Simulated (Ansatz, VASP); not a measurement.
**One calculation of As, two programs**

```
CELL_PARAMETERS angstrom
0.00000 2.86889 2.74247
2.74277 0.00000 2.74247
2.74277 2.86889 0.00000
ATOMIC_POSITIONS crystal
As 0.21581 0.78419 0.21581
As 0.78419 0.21581 0.78419
```

Alike in both runs: functional PBE; k mesh 6 × 6 × 6; occupations gaussian, width 0.1 eV; no spin polarisation.

Ansatz relaxed the structure, and its values are those at the end. VASP's run is a single point on that final structure, the one shown.

|  | VASP | Ansatz |
| --- | --- | --- |
| version | VASP 6.6.1 | Ansatz 0.2.0 |
| potentials or method | VASP PAW PBE potentials, release 64 (As), cutoff 500 eV | scalar-relativistic, plane waves, PAW |
| valence electrons in the cell | 10 | 30 |

|  | VASP | Ansatz | Ansatz less VASP |
| --- | --- | --- | --- |
| gap on the k mesh at the Fermi level (eV) | none | none | - |
| pressure (GPa) | 0.3 | 0.1 | -0.18 |
| rms of the force components (eV/Å) | 0.036 | 0.017 | -0.0190 |

A gap of «none» marks a metal or a gap that the smearing closes. With one functional, cell and mesh, what is left measures potentials, basis and numerics. VASP's potentials hold 10 valence electrons a cell and Ansatz's 30, so a difference there can come from the potentials and not from the codes.
